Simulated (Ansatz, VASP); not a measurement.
Two plane-wave programs on SnO2

File INCAR:

```
  PREC = Accurate
  ENCUT = 600
  EDIFF = 1E-6
  ISMEAR = -1
  SIGMA = 0.05
  LREAL = False
  LASPH = True
  NELM = 100
  ALGO = Normal
  ISIF = 3
  LWAVE = False
  LCHARG = False
  GGA = B5
  ALDAX = 1.0
  AGGAX = 1.0
  AGGAC = 1.0
  ALDAC = 0.0
  IVDW = 12
  VDW_S6 = 1.0
  VDW_S8 = 2.6996
  VDW_A1 = 0.4298
  VDW_A2 = 4.2359
  IBRION = 2
  NSW = 60
  EDIFFG = -0.01
```

Contents of KPOINTS:

```
Automatic mesh
0
Gamma
  9 9 9
```

File POSCAR:

```
SnO2
1.0
    0.0000000000      2.5741500000      2.5741500000
    2.5741500000      0.0000000000      2.5741500000
    2.5741500000      2.5741500000      0.0000000000
Sn O
1 2
Direct
    0.0000000000      0.0000000000      0.0000000000
    0.7500000000      0.7500000000      0.7500000000
    0.2500000000      0.2500000000      0.2500000000
```

The input input.yaml:

```yaml
crystal:
  lattice:
    - [0.0, 2.57415, 2.57415]
    - [2.57415, 0.0, 2.57415]
    - [2.57415, 2.57415, 0.0]
  atoms:
    - { symbol: Sn, position: [0.0, 0.0, 0.0] }
    - { symbol: O, position: [0.75, 0.75, 0.75] }
    - { symbol: O, position: [0.25, 0.25, 0.25] }
hamiltonian:
  xc: blyp
  pseudopotentials: { kind: paw }
  dispersion: d3bj
kpoints:
  mp_grid: { grid: [9, 9, 9] }
scf:
  occupations: { method: fermi_dirac, width: 0.05 }
output:
  forces: true
  stress: true
  eigenvalues: true
relax:
  f_tol: 0.01
  max_steps: 40
  cell: { stress_tol: 0.05 }
```

Alike in both runs: task relaxation of cell and atoms; functional BLYP; dispersion D3(BJ); k mesh 9 × 9 × 9; occupations fermi-dirac, width 0.05 eV; no spin polarisation.

```csv
,VASP,Ansatz
version,VASP 6.6.1,Ansatz 0.2.0
potentials or method,"VASP PAW PBE potentials, release 64 (Sn_d, O)",Ansatz PAW
plane-wave cutoff (eV),600,420
valence electrons in the cell,26,26
```

Ansatz gave:

```
relaxed volume (Å³/atom)                                     : 11.28
relaxed cell length with the largest relative difference (Å) : 3.631
```

Q: Estimate VASP's values.

A: Relaxed volume (Å³/atom): 11.31; relaxed cell length with the largest relative difference (Å): 3.634.

VASP's potentials were made for PBE, not for BLYP.

Noted on Ansatz's run: Pulay correction over one GPa; the plane-wave basis is chosen anew once the cell has moved, so the energies of steps on either side of that aren't comparable.
